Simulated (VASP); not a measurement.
# ZnSe (NiAs type) (P6_3/mmc) in VASP: relaxation of cell and atoms with PBE

Aim: the relaxation of cell and atoms of ZnSe (NiAs type) with PBE.

Program: VASP 6.6.1. These are calculated values, not measurements. Logs are shortened: lines on timing, memory, paths and dates and some standing lists are left out, and cuts for length are marked.

### Step 1. The cell of the first run

It takes space group P6_3/mmc (No. 194, hexagonal). The conventional cell has a = 3.672 Å, b = 3.672 Å, c = 5.692 Å, α = 90.00°, β = 90.00°, γ = 120.00°. Within 3.4 Å of Zn (site symmetry -3m) lie 6 Se at 2.55 Å and 2 Zn at 2.85 Å. Within 3.4 Å of Se (site symmetry -6m2) lie 6 Zn at 2.55 Å.

### Step 2. Relaxation of cell and atoms, PBE, target pressure 15 GPa, at which the enthalpy is minimised

The input, INCAR:

```
SYSTEM = ZnSe
ALGO = Normal
EDIFF = 1E-6
EDIFFG = -0.005
ENCUT = 600
GGA = PE
IBRION = 2
ISIF = 3
ISMEAR = -1
LASPH = .TRUE.
LCHARG = .FALSE.
LREAL = .FALSE.
LWAVE = .FALSE.
NELM = 80
NSW = 60
PREC = Accurate
PSTRESS = 150.0
SIGMA = 0.05
```

The input, KPOINTS:

```
k-points
0
G
  11 11 6
  0 0 0
```

The input, POSCAR:

```
ZnSe
1.0
    3.6722677918      0.0000000000      0.0000000000
   -1.8361338959      3.1802771972      0.0000000000
    0.0000000000      0.0000000000      5.6920150772
Zn Se
2 2
Direct
    0.0000000000      0.0000000000      0.0000000000
    0.0000000000      0.0000000000      0.5000000000
    0.3333333333      0.6666666667      0.2500000000
    0.6666666667      0.3333333333      0.7500000000
```

Potentials or basis: VASP PAW PBE potentials, release 64 (Zn, Se).

On the command line:

```bash
$ cat potpaw_PBE.64/Zn/POTCAR potpaw_PBE.64/Se/POTCAR > POTCAR
$ mpirun -np 1 vasp_std > vasp.out
```

OUTCAR:

```text
SYSTEM = ZnSe
   EDIFF = 1E-6
   EDIFFG = -0.005
   ENCUT = 600
   GGA = PE
   IBRION = 2
   ISIF = 3
   ISMEAR = -1
   LASPH = .TRUE.
   LREAL = .FALSE.
   NELM = 80
   NSW = 60
   PREC = Accurate
   PSTRESS = 150.0

 ion  position               nearest neighbor table
   1  0.000  0.000  0.000-   3 2.55   4 2.55   4 2.55   3 2.55   4 2.55   3 2.55   2 2.85   2 2.85

   2  0.000  0.000  0.500-   3 2.55   4 2.55   4 2.55   3 2.55   4 2.55   3 2.55   1 2.85   1 2.85

   3  0.333  0.667  0.250-   1 2.55   2 2.55   1 2.55   2 2.55   1 2.55   2 2.55
   4  0.667  0.333  0.750-   1 2.55   2 2.55   1 2.55   2 2.55   1 2.55   2 2.55

  LATTYP: Found a hexagonal cell.
 ALAT       =     3.6722677918
 C/A-ratio  =     1.5500000000

  Lattice vectors:

 A1 = (   3.6722677918,   0.0000000000,   0.0000000000)
 A2 = (  -1.8361338959,   3.1802771972,   0.0000000000)
 A3 = (   0.0000000000,   0.0000000000,   5.6920150772)

Analysis of symmetry for initial positions (statically):
=====================================================================
 Subroutine PRICEL returns:
 Original cell was already a primitive cell.

 Routine SETGRP: Setting up the symmetry group for a
 hexagonal supercell.

 Subroutine GETGRP returns: Found 24 space group operations
 (whereof 12 operations were pure point group operations)
 out of a pool of 24 trial point group operations.

The static configuration has the point symmetry D_3d.
 The point group associated with its full space group is D_6h.

Analysis of symmetry for dynamics (positions and initial velocities):
=====================================================================
 Subroutine PRICEL returns:
 Original cell was already a primitive cell.

 Routine SETGRP: Setting up the symmetry group for a
 hexagonal supercell.

 Subroutine GETGRP returns: Found 24 space group operations
 (whereof 12 operations were pure point group operations)
 out of a pool of 24 trial point group operations.

The dynamic configuration has the point symmetry D_3d.
 The point group associated with its full space group is D_6h.

 Subroutine INISYM returns: Found 24 space group operations
 (whereof 12 operations are pure point group operations),
 and found     1 'primitive' translations

----------------------------------------------------------------------------------------
[... 112 lines left out ...]
   ISMEAR =    -1;   SIGMA  =   0.05  broadening in eV -4-tet -1-fermi 0-gaus
   EFERMI_NEDOS =   21; number of points for ismear=-14 and -15
   IALGO  =     38    algorithm
   IMIX   =      4    mixing-type and parameters
     AMIX     =   0.40;   BMIX     =  1.00
     AMIX_MAG =   1.60;   BMIX_MAG =  1.00
  volume/ion in A,a.u.               =      16.62       112.15
  Fermi-wavevector in a.u.,A,eV,Ry     =   1.334404  2.521657 24.226983  1.780633
  Thomas-Fermi vector in A             =   2.463188
   LORBIT       =      0    0 simple, 1 ext, 2 COOP (PROOUT), +10 PAW based schemes
   GGA     = PE    functional components
   LHFCALC =     F    Hartree Fock is set to
   AEXX    =    0.0000 exact exchange contribution
   IVDW    =     0    specifies the selected vdW correction
   LEPSILON=     F    determine dielectric tensor
   LRPA    =     F    only Hartree local field effects (RPA)
 conjugate gradient relaxation of ions
 non-spin polarized calculation
  energy-cutoff  :      600.00
  volume of cell :       66.48
 maximum number of plane-waves:      2261
 NGX is ok and might be reduce to    30
   NGX = 15   NGY = 15   NGZ = 23

--------------------------------------- Ionic step        1  -------------------------------------------

 number of electron      36.0000004 magnetization

 Free energy of the ion-electron system (eV)
  ---------------------------------------------------
  ext. energy  EPLUGINS =         0.00000000
  ---------------------------------------------------
  free energy    TOTEN  =       -10.22088501 eV

  energy without entropy =      -10.21811927  energy(sigma->0) =      -10.21950214

------------------------ aborting loop because EDIFF is reached ----------------------------------------

  FORCE on cell =-STRESS in cart. coord.  units (eV):
  Direction    XX          YY          ZZ          XY          YZ          ZX
  --------------------------------------------------------------------------------------
  -------------------------------------------------------------------------------------
  Total        6.4463337      6.4463337      8.3731225      0.0000000      0.0000000      0.0000000
  in kB      155.3667226    155.3667226    201.8053468      0.0000000      0.0000000      0.0000000
  external PRESSURE =      20.8462640 kB  Pullay stress =     150.0000000 kB
[... 103 lines left out ...]
  energy  without entropy=      -10.3979167433  energy(sigma->0) =      -10.39930991

  enthalpy is  TOTEN    =        -4.0198150683 eV   P V=        6.3808880164

[... ionic steps 4 to 8 ...]

--------------------------------------- Ionic step        9  -------------------------------------------

 number of electron      36.0000018 magnetization

------------------------ aborting loop because EDIFF is reached ----------------------------------------
[... 75 lines left out ...]
--------------------------------------- Ionic step       11  -------------------------------------------

 number of electron      36.0000018 magnetization

 Free energy of the ion-electron system (eV)
  ---------------------------------------------------
  ext. energy  EPLUGINS =         0.00000000
  ---------------------------------------------------
  free energy    TOTEN  =       -10.34275013 eV

  energy without entropy =      -10.33895931  energy(sigma->0) =      -10.34085472

 E-fermi :   4.5959     XC(G=0): -11.0620

 val. band max:        4.5657872393   @ k =   0.2727   0.0000   0.0000
 cond. band min:       4.6111172719   @ k =   0.1818   0.0000   0.0000
 fundamental gap:      0.0453300327
 Fermi energy:         4.5959486424

 k-point     1 :       0.0000    0.0000    0.0000
  band No.  band energies     occupation
      1     -10.3783      2.00000
      2      -8.5663      2.00000
      3      -3.4324      2.00000
      4      -2.8293      2.00000
      5      -2.8293      2.00000
      6      -2.7211      2.00000
[... 589 lines left out ...]
     21       9.3855      0.00000
     22      10.4290      0.00000

 [... further k-points ...]

------------------------ aborting loop because EDIFF is reached ----------------------------------------

  FORCE on cell =-STRESS in cart. coord.  units (eV):
  Direction    XX          YY          ZZ          XY          YZ          ZX
  --------------------------------------------------------------------------------------
  -------------------------------------------------------------------------------------
  Total        6.3157646      6.3157646      6.3154794      0.0000000      0.0000000     -0.0000000
  in kB      150.2561478    150.2561478    150.2493624      0.0000000      0.0000000     -0.0000000
  external PRESSURE =       0.2538860 kB  Pullay stress =     150.0000000 kB
[... 23 lines left out ...]
  energy  without entropy=      -10.3389593143  energy(sigma->0) =      -10.34085472

  enthalpy is  TOTEN    =        -4.0377523039 eV   P V=        6.3049978239

 reached required accuracy - stopping structural energy minimisation
```

OSZICAR:

```text
N       E                     dE             d eps       ncg     rms          rms(c)
DAV:   1     0.243822385637E+03    0.24382E+03   -0.19664E+04  2816   0.230E+03
DAV:   2     0.109018910251E+02   -0.23292E+03   -0.22781E+03  2840   0.410E+02
DAV:   3    -0.104351673479E+02   -0.21337E+02   -0.20975E+02  3398   0.119E+02
DAV:   4    -0.108690831362E+02   -0.43392E+00   -0.43345E+00  3086   0.163E+01
[... 84 lines left out ...]
  10 F= -.40377507E+01 E0= -.40358556E+01  d E =-.192825E-05
       N       E                     dE             d eps       ncg     rms          rms(c)
DAV:   1    -0.103427571119E+02    0.92791E-03   -0.10984E-04  3374   0.202E-01    0.201E-02
DAV:   2    -0.103427507296E+02    0.63823E-05   -0.25682E-05  3170   0.130E-01    0.801E-03
DAV:   3    -0.103427501278E+02    0.60180E-06   -0.82160E-07  1408   0.713E-03
  11 F= -.40377523E+01 E0= -.40358569E+01  d E =-.353248E-05
```

Run time: 9.5 min. Hardware: 1 thread of Intel Xeon Platinum 8259CL at 2.50GHz (Skylake/Cascade Lake), shared host; peak memory 0.28 GiB.

Results:

```yaml
Free_energy: -10.3428 eV
Relaxed_volume: 16.84 Å³/atom
Relaxed_cell: a = 3.624 Å, b = 3.624 Å, c = 5.923 Å, α = 90.00°, β = 90.00°, γ = 120.00°
Space_group_after_relaxing_to_0.1_Å: P6_3/mmc (No. 194)
Energy_change_on_relaxing_the_run_minimises_the_enthalpy: -30.5 meV/atom
Ionic_steps: 11
Pressure_after_relaxing: 15.0 GPa
Band_gap_on_the_k_mesh: zero (bands 18 and 19 overlap by 0.41 eV)
```

Step by step:
```csv
step,energy change (eV),largest force (eV/Å),pressure (GPa),volume (Å³)
1,0.0000,0.0000,17.08,66.48
2,-0.2170,0.0000,12.80,68.57
3,-0.1798,0.0000,13.69,68.16
4,-0.1444,0.0000,14.59,67.61
5,-0.1238,0.0000,15.04,67.37
6,-0.1205,0.0000,15.05,67.33
7,-0.1189,0.0000,15.06,67.31
8,-0.1254,0.0000,14.93,67.38
9,-0.1209,0.0000,15.05,67.33
10,-0.1228,0.0000,14.95,67.35
11,-0.1219,0.0000,15.03,67.34
```

Final structure:
```
Zn Se
1.0
     3.62354    0.00000    0.00000
    -1.81177    3.13808    0.00000
     0.00000    0.00000    5.92254
Zn Se
2 2
Cartesian
  0.0000 0.0000 0.0000
  0.0000 0.0000 2.9613
  0.0000 2.0920 1.4806
  1.8118 1.0460 4.4419
```

Levels at points of the mesh, in eV from the Fermi level:
```
           k point  band 14  band 15  band 16  band 17  band 18  band 19  band 20  band 21  band 22
(0.00, 0.00, 0.00)    -0.81    -0.81    -0.62    -0.17    -0.17     1.23     3.05     6.06     6.06
(0.00, 0.00, 0.50)    -4.40    -0.43    -0.43    -0.43    -0.43     3.30     3.30     6.09     6.09
```

Caveat: the cell is relaxed towards a set pressure, so the run minimises the enthalpy, not the energy; semilocal functionals underestimate gaps, so a narrow gap can read as zero.
